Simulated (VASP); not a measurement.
A run of VASP 6.6.1 is set up as follows.

File INCAR:

```
SYSTEM = Li
ALGO = Normal ; EDIFF = 1E-7
ENCUT = 520 ; GGA = CA
ISIF = 2 ; ISMEAR = 0
LASPH = .True. ; LCHARG = .False.
LREAL = Auto ; LWAVE = .False.
NBANDS = 40 ; NELM = 80
PREC = Accurate ; SIGMA = 0.05
```

KPOINTS

```
k-points
0
Gamma
  4 4 1
  0 0 0
```

Contents of POSCAR:

```
Li
1.0
    6.9800000000      0.0000000000      0.0000000000
    3.4900000000      4.9356050000      0.0000000000
    0.0000000000      0.0000000000     20.4034080000
Li
17
Direct
   -0.2499999493      0.4999998987      0.0490114201
    0.2500000507      0.4999998987      0.0490114201
   -0.2500000000      1.0000000000      0.0490114201
    0.2500000000      1.0000000000      0.0490114201
    0.0359312414     -0.0516945744      0.1552590136
    0.5095928190     -0.0432733171      0.1612103723
    0.0121529109      0.4656958975      0.1605840064
    0.5323450049      0.4394756063      0.1543012814
   -0.2710312017      0.4922950682      0.2707847140
    0.2794673651      0.4768489375      0.2676288687
   -0.2137014006      0.9612924859      0.2628759862
    0.2286862761      1.0004816026      0.2738936064
   -0.0591198844      0.0621810295      0.3844077911
    0.5060576114      0.0380360665      0.3655006066
   -0.0097578100      0.5250898319      0.3761223125
    0.4431958460      0.5845621763      0.3900914494
    0.2622684067      0.1012250778      0.4792238140
```

Potentials or basis: VASP PAW LDA potentials, release 64 (Li_sv).

Launch:

```sh
$ cat potpaw_LDA.64/Li_sv/POTCAR > POTCAR
$ mpirun -np 1 vasp_std > vasp.out
```

Task: What does it give for the largest force?

Result: 0.054 eV/Å.

Task: Estimate the band gap on the k mesh.

Result: Zero (an odd number of electrons rules out a gap without spin polarisation).

Forces on the atoms (eV/Å):
```
Li   0.014  0.006 -0.003
Li  -0.020  0.008  0.008
Li  -0.015 -0.007  0.051
Li   0.022 -0.012 -0.042
Li   0.004  0.005 -0.009
Li  -0.003  0.006 -0.003
Li  -0.002 -0.004 -0.003
Li   0.001  0.001  0.021
Li  -0.001  0.004  0.000
Li  -0.002  0.003 -0.007
Li   0.005  0.003  0.001
Li  -0.005  0.004 -0.011
Li   0.002  0.010  0.001
Li  -0.012 -0.009 -0.014
Li   0.005 -0.009  0.004
Li  -0.008 -0.025  0.007
Li   0.015  0.016  0.000
```
